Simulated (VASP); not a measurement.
## Si: single point with LDA

Crystal: Si.

```
Si
1.0
     0.00000    0.00000   -3.81651
    -3.30102   -3.30102   -1.90825
   -12.55902   10.35835    1.27217
Si
12
Cartesian
  -4.8311 0.5905 -3.9302
  -11.4331 7.1926 -0.1137
  -8.1321 3.8915 -2.0220
  -3.8915 1.5301 -2.0220
  -10.4936 8.1321 -2.0220
  -7.1926 4.8311 -0.1137
  -0.5905 0.5905 -0.1137
  -7.1926 7.1926 -0.1137
  -3.8915 3.8915 -2.0220
  -4.8311 4.8311 -0.1137
  -1.5301 1.5301 -2.0220
  -8.1321 8.1321 -2.0220
```

This cell differs from its parent crystal: the part above a cut slid along it.

```yaml
Program: VASP 6.6.1
Task: single point
Functional: LDA
Potentials_or_basis: VASP PAW LDA potentials, release 64 (Si)
Cutoff: 520 eV
k_mesh: 9 × 7 × 3
Occupations: gaussian, width 0.03 eV
Spin: no spin polarisation
```

* Pressure: -1.2 GPa
* Largest force: 0.738 eV/Å
* Band gap on the k mesh: zero (bands 24 and 25 overlap by 0.32 eV)

Forces in eV/Å, atoms in the order of the input:
```
Si  -0.037  0.205 -0.002
Si   0.189  0.199  0.038
Si   0.031  0.077  0.009
Si  -0.184  0.024  0.008
Si  -0.407 -0.121 -0.067
Si  -0.071 -0.022 -0.011
Si   0.534 -0.506  0.054
Si  -0.024 -0.040  0.005
Si   0.015 -0.011  0.003
Si  -0.010 -0.005 -0.003
Si   0.032 -0.042 -0.017
Si  -0.069  0.241 -0.016
```

Stress tensor (GPa, compression positive):
```
-1.41 -0.01  0.00
-0.01 -1.42  0.15
 0.00  0.15 -0.88
```

Levels at points of the mesh, in eV from the Fermi level:
| k point | band 22 | band 23 | band 24 | band 25 | band 26 | band 27 |
| --- | --- | --- | --- | --- | --- | --- |
| (0.00, 0.00, 0.00) | -1.32 | -1.23 | -0.59 | 0.42 | 1.04 | 1.22 |

It took 31 min on 1 thread of Intel Xeon 8259CL, with other jobs on the host, peak memory 0.72 GiB.

Caveat: the cell differs from its parent crystal (the part above a cut slid along it); semilocal functionals underestimate gaps, and a narrow one can read as zero.
